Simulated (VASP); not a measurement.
# Ta16H in VASP: notebook

Runs on Ta16H. Level: PBE. Tasks: single point.

Everything below comes from runs of VASP 6.6.1. Logs are shortened: lines on timing, memory, paths and dates and some standing lists are left out, and cuts for length are marked.

### Step 1. The cell of the first run

The cell holds a slab with vacuum, 17 atoms: a = 6.638 Å, b = 6.638 Å, c = 20.300 Å, α = 90.00°, β = 90.00°, γ = 90.00°.

### Step 2. Single point, PBE

The input, INCAR:

```
ALGO = Normal ; DIPOL = 0.5 0.5 0.328
EDIFF = 1E-6 ; ENCUT = 520
GGA = PE ; IDIPOL = 3
ISIF = 2 ; ISMEAR = 0
LASPH = T ; LCHARG = T
LDIPOL = T ; LELF = T
LREAL = Auto ; LVACPOTAV = T
LVHAR = T ; LWAVE = F
NBANDS = 102 ; NELM = 60
PREC = Accurate ; SIGMA = 0.1
```

The input, KPOINTS:

```
k-points
0
Gamma
  4 4 1
```

The input, POSCAR:

```
Ta16H
1.0
    6.6379342676      0.0000000000      0.0000000000
    0.0000000000      6.6379342676      0.0000000000
    0.0000000000      0.0000000000     20.2996559590
Ta H
16 1
Direct
    0.2500000000      0.2500000000      0.1970476745
    0.2500000000      0.7500000000      0.1970476745
    0.7500000000      0.2500000000      0.1970476745
    0.7500000000      0.7500000000      0.1970476745
    0.0000000000      0.0000000000      0.2787970190
    0.0000000000      0.5000000000      0.2787970190
    0.5000000000      0.0000000000      0.2787970190
    0.5000000000      0.5000000000      0.2787970190
    0.2500000000      0.2500000000      0.3599139068
    0.2500000000      0.7500000000      0.3599139068
    0.7500000000      0.2500000000      0.3599139068
    0.7500000000      0.7500000000      0.3599139068
    0.0000000000      0.0000000000      0.4334879358
    0.0000000000      0.5000000000      0.4334879358
    0.5000000000      0.0000000000      0.4334879358
    0.5000000000      0.5000000000      0.4334879358
    0.1250000000      0.1250000000      0.5059737842
```

Potentials or basis: VASP PAW PBE potentials, release 64 (Ta_pv, H).

The run is started by

```sh
> cat potpaw_PBE.64/Ta_pv/POTCAR potpaw_PBE.64/H/POTCAR > POTCAR
> mpirun -np 1 vasp_std > vasp.out
```

OUTCAR:

```text
EDIFF = 1E-6
   ENCUT = 520
   GGA = PE
   ISIF = 2
   ISMEAR = 0
   LASPH = T
   LREAL = Auto
   NELM = 60
   PREC = Accurate

 ion  position               nearest neighbor table
   1  0.250  0.250  0.197-   5 2.87   6 2.87   7 2.87   8 2.87   9 3.31   3 3.32   2 3.32   2 3.32
                             3 3.32
   2  0.250  0.750  0.197-   5 2.87   6 2.87   7 2.87   8 2.87  10 3.31   4 3.32   1 3.32   1 3.32
                             4 3.32
   3  0.750  0.250  0.197-   5 2.87   6 2.87   7 2.87   8 2.87  11 3.31   4 3.32   1 3.32   4 3.32
                             1 3.32
   4  0.750  0.750  0.197-   5 2.87   6 2.87   7 2.87   8 2.87  12 3.31   3 3.32   2 3.32   3 3.32
                             2 3.32
   5  0.000  0.000  0.279-   9 2.87  10 2.87  11 2.87  12 2.87   1 2.87   2 2.87   3 2.87   4 2.87
                            13 3.14   7 3.32   6 3.32   6 3.32   7 3.32
   6  0.000  0.500  0.279-   9 2.87  10 2.87  11 2.87  12 2.87   1 2.87   2 2.87   3 2.87   4 2.87
                            14 3.14   8 3.32   5 3.32   5 3.32   8 3.32
   7  0.500  0.000  0.279-   9 2.87  10 2.87  11 2.87  12 2.87   1 2.87   2 2.87   3 2.87   4 2.87
                            15 3.14   8 3.32   5 3.32   8 3.32   5 3.32
   8  0.500  0.500  0.279-   9 2.87  10 2.87  11 2.87  12 2.87   1 2.87   2 2.87   3 2.87   4 2.87
                            16 3.14   7 3.32   6 3.32   7 3.32   6 3.32
   9  0.250  0.250  0.360-  13 2.78  14 2.78  15 2.78  16 2.78   5 2.87   6 2.87   7 2.87   8 2.87
                             1 3.31  10 3.32  11 3.32  10 3.32  11 3.32
  10  0.250  0.750  0.360-  13 2.78  14 2.78  15 2.78  16 2.78   5 2.87   6 2.87   7 2.87   8 2.87
                             2 3.31   9 3.32  12 3.32   9 3.32  12 3.32
  11  0.750  0.250  0.360-  13 2.78  14 2.78  15 2.78  16 2.78   5 2.87   6 2.87   7 2.87   8 2.87
                             3 3.31   9 3.32  12 3.32  12 3.32   9 3.32
  12  0.750  0.750  0.360-  13 2.78  14 2.78  15 2.78  16 2.78   5 2.87   6 2.87   7 2.87   8 2.87
                             4 3.31  10 3.32  11 3.32  11 3.32  10 3.32
  13  0.000  0.000  0.433-  17 1.88  10 2.78  11 2.78  12 2.78   9 2.78   5 3.14  15 3.32  14 3.32
                            14 3.32  15 3.32
  14  0.000  0.500  0.433-   9 2.78  10 2.78  11 2.78  12 2.78   6 3.14  13 3.32  16 3.32  13 3.32
                            16 3.32
  15  0.500  0.000  0.433-   9 2.78  10 2.78  11 2.78  12 2.78   7 3.14  13 3.32  16 3.32  16 3.32
                            13 3.32
  16  0.500  0.500  0.433-   9 2.78  10 2.78  11 2.78  12 2.78   8 3.14  14 3.32  15 3.32  15 3.32
                            14 3.32
  17  0.125  0.125  0.506-  13 1.88

  LATTYP: Found a simple tetragonal cell.
 ALAT       =     6.6379342676
 C/A-ratio  =     3.0581284991

  Lattice vectors:

 A1 = (   6.6379342676,   0.0000000000,   0.0000000000)
 A2 = (   0.0000000000,   6.6379342676,   0.0000000000)
 A3 = (   0.0000000000,   0.0000000000,  20.2996559590)

Analysis of symmetry for initial positions (statically):
=====================================================================
 Subroutine PRICEL returns:
 Original cell was already a primitive cell.

 Routine SETGRP: Setting up the symmetry group for a
 simple tetragonal supercell.

 Subroutine GETGRP returns: Found  2 space group operations
[... 154 lines left out ...]
   GGA     = PE    functional components
   LHFCALC =     F    Hartree Fock is set to
   AEXX    =    0.0000 exact exchange contribution
   IVDW    =     0    specifies the selected vdW correction
   LEPSILON=     F    determine dielectric tensor
   LRPA    =     F    only Hartree local field effects (RPA)
 non-spin polarized calculation
 Gauss-broadening in eV      SIGMA  =   0.10
  energy-cutoff  :      520.00
  volume of cell :      894.45
 maximum number of plane-waves:     24163
 NGX is ok and might be reduce to    50
   NGX = 25   NGY = 25   NGZ = 75

 dipolmoment           0.000000      0.000000      0.000602 electrons x Angstroem

 number of electron     176.9999956 magnetization

 dipolmoment           0.000000      0.000000     -0.001340 electrons x Angstroem

 Free energy of the ion-electron system (eV)
  ---------------------------------------------------
  ext. energy  EPLUGINS =         0.00000000
  ---------------------------------------------------
  free energy    TOTEN  =      -177.31343416 eV

  energy without entropy =     -177.24016677  energy(sigma->0) =     -177.27680046

 E-fermi :  -0.6228     XC(G=0):  -5.2782

 val. band max:       -0.6308510526   @ k =   0.0000   0.0000   0.0000
 cond. band min:      -0.6023493703   @ k =   0.2500   0.0000   0.0000
 fundamental gap:      0.0285016822
 Fermi energy:        -0.6228483073

 k-point     1 :       0.0000    0.0000    0.0000
  band No.  band energies     occupation
      1     -35.6371      2.00000
      2     -35.6299      2.00000
      3     -35.6250      2.00000
      4     -35.6211      2.00000
      5     -35.6181      2.00000
      6     -35.6167      2.00000
[... 710 lines left out ...]
     99      -0.1455      0.00000
    100      -0.1106      0.00000
 [bands above 100 left out]

------------------------ aborting loop because EDIFF is reached ----------------------------------------

  FORCE on cell =-STRESS in cart. coord.  units (eV):
  Direction    XX          YY          ZZ          XY          YZ          ZX
  --------------------------------------------------------------------------------------
  -------------------------------------------------------------------------------------
  Total      -18.3788690    -18.3788690     -3.4216528      0.4031318      0.0859500      0.0859494
  in kB      -32.9211345    -32.9211345     -6.1290328      0.7221095      0.1539578      0.1539568
  external PRESSURE =     -23.9904339 kB  Pullay stress =       0.0000000 kB

 VOLUME and BASIS-vectors are now :
 -----------------------------------------------------------------------------
  energy-cutoff  :      520.00
  volume of cell :      894.45
      direct lattice vectors                 reciprocal lattice vectors
     6.637934268  0.000000000  0.000000000     0.150649277  0.000000000  0.000000000
     0.000000000  6.637934268  0.000000000     0.000000000  0.150649277  0.000000000
     0.000000000  0.000000000 20.299655959     0.000000000  0.000000000  0.049261919

 POSITION                                       TOTAL-FORCE (eV/Angst)
 -----------------------------------------------------------------------------------
      1.65948      1.65948      4.00000        -0.025665     -0.025665      0.781458
      1.65948      4.97845      4.00000         0.034939      0.010906      0.734747
      4.97845      1.65948      4.00000         0.010906      0.034939      0.734747
      4.97845      4.97845      4.00000         0.017681      0.017681      0.728874
      0.00000      0.00000      5.65948        -0.000829     -0.000829     -1.001326
      0.00000      3.31897      5.65948         0.025111     -0.049783     -0.786718
[... 9 lines left out ...]
      3.31897      3.31897      8.79966         0.097457      0.097457     -0.322926
      0.82974      0.82974     10.27109        -0.090946     -0.090946      0.005958
 -----------------------------------------------------------------------------------
    total drift:                                0.000196      0.000196      0.005293

  FREE ENERGIE OF THE ION-ELECTRON SYSTEM (eV)
  ---------------------------------------------------
  free  energy   TOTEN  =      -177.3134341584 eV

  energy  without entropy=     -177.2401667667  energy(sigma->0) =     -177.27680046

 vacuum level on the upper side and lower side of the slab         3.404         3.408
```

OSZICAR:

```text
N       E                     dE             d eps       ncg     rms          rms(c)
DAV:   1     0.150085936543E+04    0.15009E+04   -0.97369E+04  1852   0.149E+03
DAV:   2    -0.110766462360E+03   -0.16116E+04   -0.15805E+04  1658   0.388E+02
DAV:   3    -0.193727127225E+03   -0.82961E+02   -0.79871E+02  1786   0.716E+01
DAV:   4    -0.198737146100E+03   -0.50100E+01   -0.48576E+01  1904   0.142E+01
[... 24 lines left out ...]
DAV:  29    -0.177313418806E+03   -0.18658E-04   -0.16942E-06  1088   0.339E-03    0.798E-04
DAV:  30    -0.177313427666E+03   -0.88596E-05   -0.50743E-07   944   0.170E-03    0.847E-04
DAV:  31    -0.177313431675E+03   -0.40095E-05   -0.21293E-07   880   0.108E-03    0.600E-04
DAV:  32    -0.177313433527E+03   -0.18521E-05   -0.20542E-07   896   0.979E-04    0.435E-04
DAV:  33    -0.177313434158E+03   -0.63134E-06   -0.99030E-08   848   0.719E-04
   1 F= -.17731343E+03 E0= -.17727680E+03  d E =-.732674E-01
```

stdout:

```text
POSCAR found type information on POSCAR TaH
 POSCAR found :  2 types and      17 ions
 scaLAPACK will be used
 LDA part: xc-table for (Slater+PW92), standard interpolation
 POSCAR, INCAR and KPOINTS ok, starting setup
 FFT: planning ... GRIDC
 FFT: planning ... GRID_SOFT
 FFT: planning ... GRID
 WAVECAR not read
 entering main loop
 -----------------------------------------------------------------------------
|                                                                             |
|           W    W    AA    RRRRR   N    N  II  N    N   GGGG   !!!           |
|           W    W   A  A   R    R  NN   N  II  NN   N  G    G  !!!           |
|           W    W  A    A  R    R  N N  N  II  N N  N  G       !!!           |
|           W WW W  AAAAAA  RRRRR   N  N N  II  N  N N  G  GGG   !            |
|           WW  WW  A    A  R   R   N   NN  II  N   NN  G    G                |
|           W    W  A    A  R    R  N    N  II  N    N   GGGG   !!!           |
|                                                                             |
|     Did not find any points to average over, which means that no vacuum     |
|     field-free region was found. Please increase the size of  your cell     |
|     in the dimension of the dipole correction to obtain accurate            |
|     workfunction values.                                                    |
|                                                                             |
 -----------------------------------------------------------------------------
```

Wall time 21 min (1 thread of Intel Xeon 6975P-C (Granite Rapids), shared host); peak memory 0.98 GiB.

What came out:

```yaml
Free_energy: -177.3134 eV
Largest_force: 1.001 eV/Å
Band_gap_on_the_k_mesh: zero (an odd number of electrons rules out a gap without spin polarisation)
```

Forces on the atoms (eV/Å):
```
Ta  -0.026 -0.026  0.781
Ta   0.035  0.011  0.735
Ta   0.011  0.035  0.735
Ta   0.018  0.018  0.729
Ta  -0.001 -0.001 -1.001
Ta   0.025 -0.050 -0.787
Ta  -0.050  0.025 -0.787
Ta  -0.011 -0.011 -0.643
Ta   0.082  0.082 -0.416
Ta   0.043 -0.020 -0.059
Ta  -0.020  0.043 -0.059
Ta  -0.297 -0.297 -0.041
Ta   0.135  0.135  0.914
Ta   0.189 -0.139  0.107
Ta  -0.139  0.189  0.107
Ta   0.097  0.097 -0.323
H   -0.091 -0.091  0.006
```

Caveat: spin-orbit coupling is left out, which moves the levels of the heavy elements.

(Continued in part 2 of 2.)
